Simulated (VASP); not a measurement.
# BaS in VASP: further runs

The runs below take BaS through single point, with PBEsol.

Everything below comes from runs of VASP 6.6.1. Logs are shortened: lines on timing, memory, paths and dates and some standing lists are left out, and cuts for length are marked.

### Step 1. The cell of the first run

The cell holds a wire with vacuum, 2 atoms: a = 9.000 Å, b = 9.300 Å, c = 5.699 Å, α = 90.00°, β = 90.00°, γ = 90.00°.

### Step 2. Single point, PBEsol, collinear spin, ferromagnetic start

The input, INCAR:

```
SYSTEM = BaS
ALGO = Normal
EDIFF = 1E-6
ENCUT = 520
GGA = PS
ISIF = 2
ISMEAR = 0
ISPIN = 2
LASPH = .True.
LCHARG = .False.
LORBIT = 11
LREAL = .False.
LWAVE = .False.
MAGMOM = 0.5 0.5
NBANDS = 19
NELM = 150
PREC = Accurate
SIGMA = 0.05
```

The input, KPOINTS:

```
k-points
0
Gamma
  1 1 12
  0 0 0
```

The input, POSCAR:

```
BaS
1.0
    9.0000000000      0.0000000000      0.0000000000
    0.0000000000      9.3000000000      0.0000000000
    0.0000000000      0.0000000000      5.6993413917
Ba S
1 1
Direct
    0.5000000000      0.5000000000      0.0000000000
    0.5000000000      0.5000000000      0.4650000000
```

Potentials or basis: VASP PAW PBE potentials, release 64 (Ba_sv, S).

Started as:

```sh
cat potpaw_PBE.64/Ba_sv/POTCAR potpaw_PBE.64/S/POTCAR > POTCAR
mpirun -np 1 vasp_std > vasp.out
```

OUTCAR:

```text
SYSTEM = BaS
   EDIFF = 1E-6
   ENCUT = 520
   GGA = PS
   ISIF = 2
   ISMEAR = 0
   ISPIN = 2
   LASPH = .True.
   LORBIT = 11
   LREAL = .False.
   NELM = 150
   PREC = Accurate

 ion  position               nearest neighbor table
   1  0.500  0.500  0.000-   2 2.65   2 3.05
   2  0.500  0.500  0.465-   1 2.65   1 3.05

  LATTYP: Found a simple orthorhombic cell.
 ALAT       =     5.6993413917
 B/A-ratio  =     1.5791298295
 C/A-ratio  =     1.6317674905

  Lattice vectors:

 A1 = (   0.0000000000,   0.0000000000,   5.6993413917)
 A2 = (   9.0000000000,   0.0000000000,   0.0000000000)
 A3 = (   0.0000000000,   9.3000000000,   0.0000000000)

Analysis of symmetry for initial positions (statically):
=====================================================================
 Subroutine PRICEL returns:
 Original cell was already a primitive cell.

 Routine SETGRP: Setting up the symmetry group for a
 simple orthorhombic supercell.

 Subroutine GETGRP returns: Found  4 space group operations
 (whereof  4 operations were pure point group operations)
 out of a pool of  8 trial point group operations.

The static configuration has the point symmetry C_2v.

Analysis of symmetry for dynamics (positions and initial velocities):
=====================================================================
 Subroutine PRICEL returns:
 Original cell was already a primitive cell.

 Routine SETGRP: Setting up the symmetry group for a
 simple orthorhombic supercell.

 Subroutine GETGRP returns: Found  4 space group operations
 (whereof  4 operations were pure point group operations)
 out of a pool of  8 trial point group operations.

The dynamic configuration has the point symmetry C_2v.

Analysis of structural, dynamic, and magnetic symmetry:
=====================================================================
 Subroutine PRICEL returns:
 Original cell was already a primitive cell.

 Routine SETGRP: Setting up the symmetry group for a
 simple orthorhombic supercell.

 Subroutine GETGRP returns: Found  4 space group operations
 (whereof  4 operations were pure point group operations)
 out of a pool of  8 trial point group operations.

The overall configuration has the point symmetry C_2v.

 Subroutine INISYM returns: Found  4 space group operations
[... 99 lines left out ...]
     AMIX_MAG =   1.60;   BMIX_MAG =  1.00
  volume/ion in A,a.u.               =     238.52      1609.60
  Fermi-wavevector in a.u.,A,eV,Ry     =   0.527956  0.997693  3.792461  0.278738
  Thomas-Fermi vector in A             =   1.549362
   LORBIT       =     11    0 simple, 1 ext, 2 COOP (PROOUT), +10 PAW based schemes
   GGA     = PS    functional components
   LHFCALC =     F    Hartree Fock is set to
   AEXX    =    0.0000 exact exchange contribution
   IVDW    =     0    specifies the selected vdW correction
   LEPSILON=     F    determine dielectric tensor
   LRPA    =     F    only Hartree local field effects (RPA)
 spin polarized calculation
 Gauss-broadening in eV      SIGMA  =   0.05
  energy-cutoff  :      520.00
  volume of cell :      477.03
 maximum number of plane-waves:     12865
 NGX is ok and might be reduce to    70
   NGX = 33   NGY = 35   NGZ = 21

 number of electron      15.9999999 magnetization       0.0000089

 number of electron      15.9999999 magnetization      -0.0000128

 Free energy of the ion-electron system (eV)
  ---------------------------------------------------
  ext. energy  EPLUGINS =         0.00000000
  ---------------------------------------------------
  free energy    TOTEN  =        -7.70886486 eV

  energy without entropy =       -7.70886486  energy(sigma->0) =       -7.70886486

 E-fermi :  -1.9241     XC(G=0):  -2.2102

 val. band max:       -2.2023234832   @ k =   0.0000   0.0000   0.0000
 cond. band min:      -0.9708707049   @ k =   0.0000   0.0000   0.0000
 fundamental gap:      1.2314527782
 Fermi energy:        -1.9240575940

 spin component 1

 k-point     1 :       0.0000    0.0000    0.0000
  band No.  band energies     occupation
      1     -30.6664      1.00000
      2     -16.0236      1.00000
      3     -16.0234      1.00000
      4     -15.8392      1.00000
      5     -12.6484      1.00000
      6      -3.0680      1.00000
[... 130 lines left out ...]
      5     -11.6981      1.00000
      6      -4.3903      1.00000
[... 11 lines left out ...]
     18       2.5196      0.00000
     19       3.2409      0.00000
 Fermi energy:        -1.9240575940

 spin component 2

 k-point     1 :       0.0000    0.0000    0.0000
  band No.  band energies     occupation
      1     -30.6664      1.00000
      2     -16.0236      1.00000
      3     -16.0234      1.00000
      4     -15.8392      1.00000
      5     -12.6484      1.00000
      6      -3.0680      1.00000
[... 131 lines left out ...]
      6      -4.3903      1.00000
[... 11 lines left out ...]
     18       2.5188      0.00000
     19       3.2411      0.00000

------------------------ aborting loop because EDIFF is reached ----------------------------------------

  FORCE on cell =-STRESS in cart. coord.  units (eV):
  Direction    XX          YY          ZZ          XY          YZ          ZX
  --------------------------------------------------------------------------------------
  -------------------------------------------------------------------------------------
  Total        0.0750193      0.0548907      1.7845259      0.0000000      0.0000000      0.0000000
  in kB        0.2519611      0.1843569      5.9935386      0.0000000      0.0000000      0.0000000
  external PRESSURE =       2.1432856 kB  Pullay stress =       0.0000000 kB

 VOLUME and BASIS-vectors are now :
 -----------------------------------------------------------------------------
  energy-cutoff  :      520.00
  volume of cell :      477.03
      direct lattice vectors                 reciprocal lattice vectors
     9.000000000  0.000000000  0.000000000     0.111111111  0.000000000  0.000000000
     0.000000000  9.300000000  0.000000000     0.000000000  0.107526882  0.000000000
     0.000000000  0.000000000  5.699341392     0.000000000  0.000000000  0.175458870

 POSITION                                       TOTAL-FORCE (eV/Angst)
 -----------------------------------------------------------------------------------
      4.50000      4.65000      0.00000         0.000000      0.000000     -1.397076
      4.50000      4.65000      2.65019         0.000000      0.000000      1.397076
 -----------------------------------------------------------------------------------
    total drift:                                0.000000      0.000000      0.000120

  FREE ENERGIE OF THE ION-ELECTRON SYSTEM (eV)
  ---------------------------------------------------
  free  energy   TOTEN  =        -7.7088648645 eV

  energy  without entropy=       -7.7088648645  energy(sigma->0) =       -7.70886486

 total charge

# of ion       s       p       d       tot
------------------------------------------
    1        1.997   5.598   0.365   7.961
    2        1.328   2.392   0.000   3.720
--------------------------------------------------
tot          3.325   7.990   0.365  11.681

 magnetization (x)

# of ion       s       p       d       tot
------------------------------------------
    1        0.000   0.000  -0.000   0.000
    2       -0.000   0.000   0.000   0.000
--------------------------------------------------
tot          0.000   0.000  -0.000   0.000
```

stdout:

```text
POSCAR found type information on POSCAR BaS
 POSCAR found :  2 types and       2 ions
 scaLAPACK will be used
 -----------------------------------------------------------------------------
|                                                                             |
|                                                                             |
|     You enforced a specific xc type in the INCAR file but a different       |
|     I HOPE YOU KNOW WHAT YOU ARE DOING!                                     |
|                                                                             |
 -----------------------------------------------------------------------------

 LDA part: xc-table for (Slater+PW92), standard interpolation
 POSCAR, INCAR and KPOINTS ok, starting setup
 FFT: planning ... GRIDC
 FFT: planning ... GRID_SOFT
 FFT: planning ... GRID
 WAVECAR not read
 entering main loop
```

It took 2.3 min on 1 thread of Intel Xeon 6975P-C (Granite Rapids), shared host; peak memory 0.68 GiB.

What came out:

* Free energy: -7.7089 eV
* Largest force: 1.397 eV/Å
* Band gap on the k mesh: 1.23 eV, direct
* Net moment: 0.00 μB per cell
* Valence electrons inside the program's atomic spheres: Ba 7.96; S 3.72

Forces on the atoms (eV/Å):
```
Ba   0.000  0.000 -1.397
S    0.000  0.000  1.397
```

Levels at points of the mesh, in eV from the valence-band top:
Spin up:
```tsv
k point	band 6	band 7	band 8	band 9	band 10	band 11
(0.00, 0.00, 0.00)	-0.87	-0.86	0.00	1.23	2.27	2.44
(0.00, 0.00, 0.50)	-2.19	-1.28	-1.28	1.74	2.53	2.62
```
Spin down:
```
           k point  band 5  band 6  band 7  band 8  band 9  band 10  band 11  band 12
(0.00, 0.00, 0.00)  -10.45   -0.87   -0.86    0.00    1.23     2.27     2.44     2.71
(0.00, 0.00, 0.50)   -9.50   -2.19   -1.28   -1.28    1.74     2.53     2.62     3.19
```

Caveat: the PAW data sets were made with another functional, which shifts forces and pressure a little; spin-orbit coupling is left out, which moves the levels of the heavy elements.

### Step 3. Single point, PBEsol, collinear spin, ferromagnetic start

This run uses another cell than the first one, of 245.79 Å³/atom, 1.030 times its volume.

The input, INCAR:

```
ALGO = Normal
EDIFF = 1E-7
ENCUT = 520
GGA = PS
ISIF = 2
ISMEAR = 0
ISPIN = 2
LASPH = T
LCHARG = F
LORBIT = 11
LREAL = F
LWAVE = F
MAGMOM = 0.5 0.5
NBANDS = 19
NELM = 150
PREC = Accurate
SIGMA = 0.05
```

The input, KPOINTS:

```
k-points
0
Gamma
  1 1 13
```

The input, POSCAR:

```
BaS
1.0
   10.3000000000      0.0000000000      0.0000000000
    0.0000000000      9.3000000000      0.0000000000
    0.0000000000      0.0000000000      5.1317816489
Ba S
1 1
Direct
    0.4483810379      0.5000000000      0.0000000000
    0.5516189621      0.5000000000      0.5000000000
```

Potentials or basis: VASP PAW PBE potentials, release 64 (Ba_sv, S).

Started as:

```sh
cat potpaw_PBE.64/Ba_sv/POTCAR potpaw_PBE.64/S/POTCAR > POTCAR
mpirun -np 1 vasp_std > vasp.out
```

OUTCAR:

```text
EDIFF = 1E-7
   ENCUT = 520
   GGA = PS
   ISIF = 2
   ISMEAR = 0
   ISPIN = 2
   LASPH = T
   LORBIT = 11
   LREAL = F
   NELM = 150
   PREC = Accurate

 ion  position               nearest neighbor table
   1  0.448  0.500  0.000-   2 2.78   2 2.78
   2  0.552  0.500  0.500-   1 2.78   1 2.78

  LATTYP: Found a simple orthorhombic cell.
 ALAT       =     5.1317816489
 B/A-ratio  =     1.8122361075
 C/A-ratio  =     2.0071002051

  Lattice vectors:

 A1 = (   0.0000000000,   0.0000000000,  -5.1317816489)
 A2 = (   0.0000000000,   9.3000000000,   0.0000000000)
 A3 = (  10.3000000000,   0.0000000000,   0.0000000000)

Analysis of symmetry for initial positions (statically):
=====================================================================
 Subroutine PRICEL returns:
 Original cell was already a primitive cell.

 Routine SETGRP: Setting up the symmetry group for a
 simple orthorhombic supercell.

 Subroutine GETGRP returns: Found  4 space group operations
 (whereof  4 operations were pure point group operations)
 out of a pool of  8 trial point group operations.

The static configuration has the point symmetry C_2v.

Analysis of symmetry for dynamics (positions and initial velocities):
=====================================================================
 Subroutine PRICEL returns:
 Original cell was already a primitive cell.

 Routine SETGRP: Setting up the symmetry group for a
 simple orthorhombic supercell.

 Subroutine GETGRP returns: Found  4 space group operations
 (whereof  4 operations were pure point group operations)
 out of a pool of  8 trial point group operations.

The dynamic configuration has the point symmetry C_2v.

Analysis of structural, dynamic, and magnetic symmetry:
[... 134 lines left out ...]
 number of electron      15.9999999 magnetization      -0.0000001

 Free energy of the ion-electron system (eV)
  ---------------------------------------------------
  ext. energy  EPLUGINS =         0.00000000
  ---------------------------------------------------
  free energy    TOTEN  =        -7.96922439 eV

  energy without entropy =       -7.96922439  energy(sigma->0) =       -7.96922439

 E-fermi :  -2.7149     XC(G=0):  -2.1102

 val. band max:       -2.9473058479   @ k =   0.0000   0.0000   0.3077
 cond. band min:      -1.1555458206   @ k =   0.0000   0.0000   0.0000
 fundamental gap:      1.7917600273
 Fermi energy:        -2.7148653527

 spin component 1

 k-point     1 :       0.0000    0.0000    0.0000
  band No.  band energies     occupation
      1     -30.5664      1.00000
      2     -15.9854      1.00000
      3     -15.9424      1.00000
      4     -15.6870      1.00000
      5     -12.7758      1.00000
      6      -3.7305      1.00000
[... 130 lines left out ...]
      5     -11.9374      1.00000
      6      -3.9619      1.00000
[... 11 lines left out ...]
     18       2.7021      0.00000
     19       3.0776      0.00000
 Fermi energy:        -2.7148653527

 spin component 2

 k-point     1 :       0.0000    0.0000    0.0000
  band No.  band energies     occupation
      1     -30.5664      1.00000
      2     -15.9854      1.00000
      3     -15.9424      1.00000
      4     -15.6870      1.00000
      5     -12.7758      1.00000
      6      -3.7305      1.00000
[... 131 lines left out ...]
      6      -3.9619      1.00000
[... 11 lines left out ...]
     18       2.7015      0.00000
     19       3.0771      0.00000

------------------------ aborting loop because EDIFF is reached ----------------------------------------

  FORCE on cell =-STRESS in cart. coord.  units (eV):
  Direction    XX          YY          ZZ          XY          YZ          ZX
  --------------------------------------------------------------------------------------
  -------------------------------------------------------------------------------------
  Total       -0.0298513      0.0857931      0.9709774      0.0000000      0.0000000      0.0000000
  in kB       -0.0972937      0.2796241      3.1646912      0.0000000      0.0000000      0.0000000
  external PRESSURE =       1.1156739 kB  Pullay stress =       0.0000000 kB

 VOLUME and BASIS-vectors are now :
 -----------------------------------------------------------------------------
  energy-cutoff  :      520.00
  volume of cell :      491.57
      direct lattice vectors                 reciprocal lattice vectors
    10.300000000  0.000000000  0.000000000     0.097087379  0.000000000  0.000000000
     0.000000000  9.300000000  0.000000000     0.000000000  0.107526882  0.000000000
     0.000000000  0.000000000  5.131781649     0.000000000  0.000000000  0.194864098

 POSITION                                       TOTAL-FORCE (eV/Angst)
 -----------------------------------------------------------------------------------
      4.61832      4.65000      0.00000        -0.184201      0.000000      0.000000
      5.68168      4.65000      2.56589         0.184201      0.000000      0.000000
 -----------------------------------------------------------------------------------
    total drift:                                0.000136     -0.000000     -0.000000

  FREE ENERGIE OF THE ION-ELECTRON SYSTEM (eV)
  ---------------------------------------------------
  free  energy   TOTEN  =        -7.9692243906 eV

  energy  without entropy=       -7.9692243906  energy(sigma->0) =       -7.96922439

 total charge

# of ion       s       p       d       tot
------------------------------------------
    1        2.007   5.575   0.404   7.985
    2        1.329   2.388   0.000   3.717
--------------------------------------------------
tot          3.335   7.963   0.404  11.702

 magnetization (x)

# of ion       s       p       d       tot
------------------------------------------
    1       -0.000   0.000   0.000   0.000
    2       -0.000  -0.000   0.000  -0.000
--------------------------------------------------
tot         -0.000  -0.000   0.000  -0.000
```

OSZICAR:

```text
N       E                     dE             d eps       ncg     rms          rms(c)
DAV:   1     0.138341854678E+03    0.13834E+03   -0.44146E+03   556   0.524E+02
[... 20 lines left out ...]
DAV:  22    -0.796920357102E+01   -0.29968E-04   -0.39012E-06   653   0.536E-03    0.890E-04
DAV:  23    -0.796921449980E+01   -0.10929E-04   -0.13759E-06   713   0.329E-03    0.677E-04
DAV:  24    -0.796921835138E+01   -0.38516E-05   -0.32420E-07   691   0.168E-03    0.561E-04
DAV:  25    -0.796922286043E+01   -0.45090E-05   -0.53664E-07   654   0.194E-03    0.281E-04
DAV:  26    -0.796922421466E+01   -0.13542E-05   -0.20669E-07   617   0.117E-03    0.244E-04
DAV:  27    -0.796922434324E+01   -0.12858E-06   -0.26670E-08   509   0.622E-04    0.125E-04
DAV:  28    -0.796922439056E+01   -0.47318E-07   -0.11018E-08   521   0.432E-04
   1 F= -.79692244E+01 E0= -.79692244E+01  d E =-.181424E-11  mag=    -0.0000
```

stdout:

```text
POSCAR found type information on POSCAR BaS
 POSCAR found :  2 types and       2 ions
 scaLAPACK will be used
 -----------------------------------------------------------------------------
|                                                                             |
|                                                                             |
|     You enforced a specific xc type in the INCAR file but a different       |
|     I HOPE YOU KNOW WHAT YOU ARE DOING!                                     |
|                                                                             |
 -----------------------------------------------------------------------------

 LDA part: xc-table for (Slater+PW92), standard interpolation
 POSCAR, INCAR and KPOINTS ok, starting setup
 FFT: planning ... GRIDC
 FFT: planning ... GRID_SOFT
 FFT: planning ... GRID
 WAVECAR not read
 entering main loop
```

Wall time 2.6 min (1 thread of Intel Xeon 6975P-C (Granite Rapids), shared host); peak memory 0.7 GiB.

Results:

* Free energy: -7.9692 eV
* Largest force: 0.184 eV/Å
* Band gap on the k mesh: 1.79 eV, indirect (least direct gap 2.10 eV)
* Net moment: 0.00 μB per cell
* Valence electrons inside the program's atomic spheres: Ba 7.99; S 3.72

Forces on the atoms (eV/Å):
```
Ba  -0.184  0.000  0.000
S    0.184  0.000  0.000
```

Caveat: the PAW data sets were made with another functional, which shifts forces and pressure a little; spin-orbit coupling is left out, which moves the levels of the heavy elements.

(Part 1 of 2 ends here.)
